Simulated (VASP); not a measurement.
# Li5B4 (R3m) in VASP: further runs, part 2 of 2

VASP 6.6.1.

**3. Relaxation of cell and atoms, PBE**

This run uses another cell than the first one, of 12.07 Å³/atom.

INCAR reads:

```
ALGO = Normal
EDIFF = 1E-6
EDIFFG = -0.01
ENCUT = 600
GGA = PE
IBRION = 2
ISIF = 3
ISMEAR = -1
LASPH = True
LCHARG = False
LREAL = False
LWAVE = False
NELM = 80
NSW = 80
PREC = Accurate
SIGMA = 0.15
```

KPOINTS reads:

```
k-points
0
Gamma
  6 6 6
```

POSCAR reads:

```
Li5B4
1.0
    4.7968850000      0.0000000000      0.0000000000
    0.5099046893      4.7697067951      0.0000000000
    0.5099046893      0.4582988970      4.7476378371
Li B
5 4
Direct
    0.2784580000      0.7119380000      0.7119380000
    0.7119380000      0.2784580000      0.7119380000
    0.7119380000      0.7119380000      0.2784580000
    0.7870130000      0.7870130000      0.7870130000
    0.3098810000      0.3098810000      0.3098810000
    0.8119350000      0.2205930000      0.2205930000
    0.2205930000      0.8119350000      0.2205930000
    0.2205930000      0.2205930000      0.8119350000
    0.0226510000      0.0226510000      0.0226510000
```

Potentials or basis: VASP PAW PBE potentials, release 64 (Li_sv, B).

Started as:

```console
> cat potpaw_PBE.64/Li_sv/POTCAR potpaw_PBE.64/B/POTCAR > POTCAR
> mpirun -np 1 vasp_std > vasp.out
```

OUTCAR:

```text
EDIFF = 1E-6
   EDIFFG = -0.01
   ENCUT = 600
   GGA = PE
   IBRION = 2
   ISIF = 3
   ISMEAR = -1
   LASPH = True
   LREAL = False
   NELM = 80
   NSW = 80
   PREC = Accurate

 ion  position               nearest neighbor table
   1  0.278  0.712  0.712-   4 2.34   9 2.38   4 2.57
   2  0.712  0.278  0.712-   4 2.34   9 2.38   4 2.57
   3  0.712  0.712  0.278-   4 2.34   9 2.38   4 2.57
   4  0.787  0.787  0.787-   9 2.16   1 2.34   2 2.34   3 2.34   1 2.57   2 2.57   3 2.57
   5  0.310  0.310  0.310-
   6  0.812  0.221  0.221-   9 1.62
   7  0.221  0.812  0.221-   9 1.62
   8  0.221  0.221  0.812-   9 1.62
   9  0.023  0.023  0.023-   6 1.62   7 1.62   8 1.62   4 2.16   1 2.38   3 2.38   2 2.38

  LATTYP: Found a trigonal (rhomboedric) cell.
 ALAT       =     4.7968850000
 COS(alpha) =     0.1062991273

  Lattice vectors:

 A1 = (   4.7968850000,   0.0000000000,   0.0000000000)
 A2 = (   0.5099046893,   4.7697067951,   0.0000000000)
 A3 = (   0.5099046893,   0.4582988970,   4.7476378371)

Analysis of symmetry for initial positions (statically):
=====================================================================
 Subroutine PRICEL returns:
 Original cell was already a primitive cell.

 Routine SETGRP: Setting up the symmetry group for a
 trigonal (rhombohedral) supercell.

 Subroutine GETGRP returns: Found  6 space group operations
 (whereof  6 operations were pure point group operations)
 out of a pool of 12 trial point group operations.

The static configuration has the point symmetry C_3v.

Analysis of symmetry for dynamics (positions and initial velocities):
=====================================================================
 Subroutine PRICEL returns:
 Original cell was already a primitive cell.

 Routine SETGRP: Setting up the symmetry group for a
 trigonal (rhombohedral) supercell.

 Subroutine GETGRP returns: Found  6 space group operations
 (whereof  6 operations were pure point group operations)
 out of a pool of 12 trial point group operations.

The dynamic configuration has the point symmetry C_3v.

[... 142 lines left out ...]
   LRPA    =     F    only Hartree local field effects (RPA)
 conjugate gradient relaxation of ions
 non-spin polarized calculation
  energy-cutoff  :      600.00
  volume of cell :      108.62
 maximum number of plane-waves:      3655
 NGX is ok and might be reduce to    40
   NGX = 19   NGY = 19   NGZ = 19

--------------------------------------- Ionic step        1  -------------------------------------------

 number of electron      26.9999986 magnetization

 Free energy of the ion-electron system (eV)
  ---------------------------------------------------
  ext. energy  EPLUGINS =         0.00000000
  ---------------------------------------------------
  free energy    TOTEN  =       -31.92352695 eV

  energy without entropy =      -31.78797565  energy(sigma->0) =      -31.85575130

------------------------ aborting loop because EDIFF is reached ----------------------------------------

  FORCE on cell =-STRESS in cart. coord.  units (eV):
  Direction    XX          YY          ZZ          XY          YZ          ZX
  --------------------------------------------------------------------------------------
  -------------------------------------------------------------------------------------
  Total       -0.1779634     -0.1832177     -0.1870902      0.0245747      0.0200581      0.0223167
  in kB       -2.6248999     -2.7023991     -2.7595170      0.3624679      0.2958496      0.3291631
  external PRESSURE =      -2.6956053 kB  Pullay stress =       0.0000000 kB
[... 331 lines left out ...]
--------------------------------------- Ionic step        9  -------------------------------------------

 number of electron      26.9999990 magnetization

 Free energy of the ion-electron system (eV)
  ---------------------------------------------------
  ext. energy  EPLUGINS =         0.00000000
  ---------------------------------------------------
  free energy    TOTEN  =       -31.92496029 eV

  energy without entropy =      -31.79041328  energy(sigma->0) =      -31.85768679

 E-fermi :   2.2254     XC(G=0):  -8.9127

 val. band max:        2.1571545362   @ k =   0.3333   0.1667   0.1667
 cond. band min:       2.2689644803   @ k =  -0.3333   0.3333   0.1667
 fundamental gap:      0.1118099440
 Fermi energy:         2.2254266294

 k-point     1 :       0.0000    0.0000    0.0000
  band No.  band energies     occupation
      1     -44.7278      2.00000
      2     -43.3291      2.00000
      3     -43.3152      2.00000
      4     -43.3152      2.00000
      5     -43.0415      2.00000
      6      -8.1952      2.00000
[... 481 lines left out ...]
      5     -43.0416      2.00000
      6      -7.8477      2.00000
[... 10 lines left out ...]
     17       4.4602      0.00000
     18       4.6885      0.00000

 [... further k-points ...]

------------------------ aborting loop because EDIFF is reached ----------------------------------------

  FORCE on cell =-STRESS in cart. coord.  units (eV):
  Direction    XX          YY          ZZ          XY          YZ          ZX
  --------------------------------------------------------------------------------------
  -------------------------------------------------------------------------------------
  Total        0.0010414     -0.0014728     -0.0033258      0.0117591      0.0095979      0.0106786
  in kB        0.0154822     -0.0218960     -0.0494442      0.1748200      0.1426896      0.1587569
  external PRESSURE =      -0.0186193 kB  Pullay stress =       0.0000000 kB
[... 24 lines left out ...]
  FREE ENERGIE OF THE ION-ELECTRON SYSTEM (eV)
  ---------------------------------------------------
  free  energy   TOTEN  =       -31.9249602938 eV

  energy  without entropy=      -31.7904132778  energy(sigma->0) =      -31.85768679

 reached required accuracy - stopping structural energy minimisation
```

CONTCAR:

```text
Li5B4
   1.00000000000000
     4.7859845670861363    0.0087881818397121    0.0079806922713530
     0.5174843725276093    4.7579339458300458    0.0079806922715118
     0.5174843725276204    0.4651114651840421    4.7351526321035182
  Li              B
     5     4
Direct
     0.2778291740822590    0.7130174075368845    0.7130174075368845
     0.7130174075368845    0.2778291740822590    0.7130174075368845
     0.7130174075368845    0.7130174075368845    0.2778291740822590
     0.7867431170262970    0.7867431170262970    0.7867431170262970
     0.3095783524284847    0.3095783524284847    0.3095783524284847
     0.8116007561998183    0.2208370143079704    0.2208370143079704
     0.2208370143079704    0.8116007561998183    0.2208370143079704
     0.2208370143079704    0.2208370143079704    0.8116007561998183
     0.0215397565734412    0.0215397565734412    0.0215397565734412

  0.00000000E+00  0.00000000E+00  0.00000000E+00
  0.00000000E+00  0.00000000E+00  0.00000000E+00
  0.00000000E+00  0.00000000E+00  0.00000000E+00
  0.00000000E+00  0.00000000E+00  0.00000000E+00
  0.00000000E+00  0.00000000E+00  0.00000000E+00
  0.00000000E+00  0.00000000E+00  0.00000000E+00
  0.00000000E+00  0.00000000E+00  0.00000000E+00
  0.00000000E+00  0.00000000E+00  0.00000000E+00
  0.00000000E+00  0.00000000E+00  0.00000000E+00
```

Run time: 5.4 min. Hardware: 1 thread of Oxide Virtual Turin-like, shared host; peak memory 0.23 GiB.

What came out:

```
Free energy                           : -31.9250 eV
Relaxed volume                        : 11.97 Å³/atom
Relaxed cell                          : a = 4.786 Å, b = 4.786 Å, c = 4.786 Å, α = 83.69°, β = 83.69°, γ = 83.69°
Space group after relaxing (to 0.1 Å) : R3m (No. 160)
Energy gained by relaxing             : 0.2 meV/atom
Ionic steps                           : 9
Pressure after relaxing               : 0.0 GPa
Largest force after relaxing          : 0.008 eV/Å
Band gap on the k mesh                : zero (an odd number of electrons rules out a gap without spin polarisation)
```

Forces in eV/Å, atoms in the order of the input:
```
Li   0.000 -0.005 -0.004
Li  -0.005  0.000 -0.004
Li  -0.005 -0.004  0.001
Li  -0.002 -0.002 -0.002
Li   0.005  0.005  0.004
B    0.004  0.003  0.003
B    0.004  0.004  0.003
B    0.004  0.003  0.004
B   -0.005 -0.005 -0.004
```

Step by step:
| step | energy change (eV) | largest force (eV/Å) | pressure (GPa) | volume (Å³) |
| --- | --- | --- | --- | --- |
| 1 | 0.0000 | 0.0464 | -0.27 | 108.62 |
| 2 | -0.0008 | 0.0196 | -0.18 | 108.31 |
| 3 | -0.0011 | 0.0286 | -0.06 | 107.90 |
| 4 | -0.0012 | 0.0305 | 0.08 | 107.72 |
| 5 | -0.0012 | 0.0198 | 0.04 | 107.78 |
| 6 | -0.0013 | 0.0124 | 0.02 | 107.77 |
| 7 | -0.0013 | 0.0127 | 0.00 | 107.76 |
| 8 | -0.0014 | 0.0121 | 0.00 | 107.76 |
| 9 | -0.0014 | 0.0082 | 0.00 | 107.77 |

Final structure:
```cif
data_structure
_symmetry_space_group_name_H-M 'P 1'
_symmetry_Int_Tables_number 1
_cell_length_a 4.7860
_cell_length_b 4.7860
_cell_length_c 4.7860
_cell_angle_alpha 83.687
_cell_angle_beta 83.687
_cell_angle_gamma 83.687
_cell_volume 107.77
loop_
_atom_site_label
_atom_site_type_symbol
_atom_site_fract_x
_atom_site_fract_y
_atom_site_fract_z
_atom_site_occupancy
Li1 Li 0.27783 0.71302 0.71302 1
Li2 Li 0.71302 0.27783 0.71302 1
Li3 Li 0.71302 0.71302 0.27783 1
Li4 Li 0.78674 0.78674 0.78674 1
Li5 Li 0.30958 0.30958 0.30958 1
B1 B 0.81160 0.22084 0.22084 1
B2 B 0.22084 0.81160 0.22084 1
B3 B 0.22084 0.22084 0.81160 1
B4 B 0.02154 0.02154 0.02154 1
```

Levels at points of the mesh, in eV from the Fermi level:
```tsv
k point	band 9	band 10	band 11	band 12	band 13	band 14	band 15	band 16	band 17	band 18
(0.00, 0.00, 0.00)	-4.19	-2.50	-2.19	-2.19	-0.94	-0.94	2.24	2.24	2.24	2.44
(0.50, 0.00, 0.00)	-3.27	-2.86	-2.25	-1.19	-1.11	-0.20	0.08	1.79	2.56	2.72
(0.50, 0.50, 0.00)	-3.63	-3.10	-1.86	-1.59	-0.57	0.36	0.79	1.81	2.56	2.61
(0.50, 0.50, 0.50)	-4.20	-3.06	-2.56	-2.56	-0.59	1.30	1.30	2.70	2.70	3.22
```

Caveat: the cutoff is under 1.25 times the usual one of these potentials, so pressure, stress and relaxed cells hold a basis-set (Pulay) error.

The gap in the log of VASP goes by the Fermi energy; the results here count the filled bands.